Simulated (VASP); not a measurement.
Input of a VASP 6.6.1 run:

INCAR

```
ALGO = Normal
EDIFF = 1E-7
ENCUT = 520
GGA = PE
ISIF = 2
ISMEAR = -1
LASPH = T
LCHARG = T
LELF = T
LREAL = Auto
LVHAR = T
LWAVE = F
NBANDS = 42
NELM = 100
PREC = Accurate
SIGMA = 0.05
```

KPOINTS

```
k-points
0
Gamma
  3 3 1
```

File POSCAR:

```
Li16HO
1.0
    6.9800000000      0.0000000000      0.0000000000
    3.4900000000      4.9356050000      0.0000000000
    0.0000000000      0.0000000000     21.4034080000
Li O H
16 1 1
Direct
   -0.2499997467      0.4999994935      0.0467215314
    0.2500002533      0.4999994935      0.0467215314
   -0.2499994935      0.9999989870      0.0467215314
    0.2500005065      0.9999989870      0.0467215314
    0.0001020246     -0.0000607828      0.1611145291
    0.4998955173     -0.0000202609      0.1611892835
    0.0000998198      0.4998576669      0.1613060873
    0.4998888181      0.5002223638      0.1612873987
   -0.2491999125      0.4999184497      0.2780585223
    0.2487522203      0.5008909749      0.2792452492
   -0.2489006613      0.9991480274      0.2790490187
    0.2493641997      1.0000395088      0.2784182781
   -0.0017415042      0.0121363035      0.4018051705
    0.4983168298      0.0002431313      0.3947175141
   -0.0012117430      0.4894435434      0.4039870660
    0.5047071173      0.4978923556      0.3947315306
    0.0236103394      0.2540114130      0.5175297317
   -0.0738570480      0.4134447550      0.5438199375
```

Potentials or basis: VASP PAW PBE potentials, release 64 (Li_sv, O, H).

Run with:

```console
$ cat potpaw_PBE.64/Li_sv/POTCAR potpaw_PBE.64/O/POTCAR potpaw_PBE.64/H/POTCAR > POTCAR
$ mpirun -np 1 vasp_std > vasp.out
```

Question: What does it give for the largest force?

Answer: 1.715 eV/Å.

Forces in eV/Å, atoms in the order of the input:
```
Li   0.004 -0.001  0.054
Li  -0.004  0.004  0.048
Li   0.001 -0.006  0.050
Li  -0.002  0.003  0.053
Li  -0.005 -0.005 -0.008
Li   0.004 -0.002 -0.003
Li   0.005  0.004 -0.009
Li  -0.005  0.004 -0.005
Li   0.028  0.010  0.046
Li  -0.029  0.016  0.097
Li   0.022 -0.015  0.093
Li  -0.021 -0.010  0.044
Li   0.136  0.162  0.531
Li  -0.037  0.041  0.078
Li  -0.115 -0.218  0.697
Li   0.029 -0.019  0.046
O    0.022  0.000 -1.715
H   -0.035  0.034 -0.095
```

Caveat: the k points lie up to 0.42 Å⁻¹ apart; an odd number of electrons without spin polarisation forces a metal; a magnetic or distorted state may lie lower.
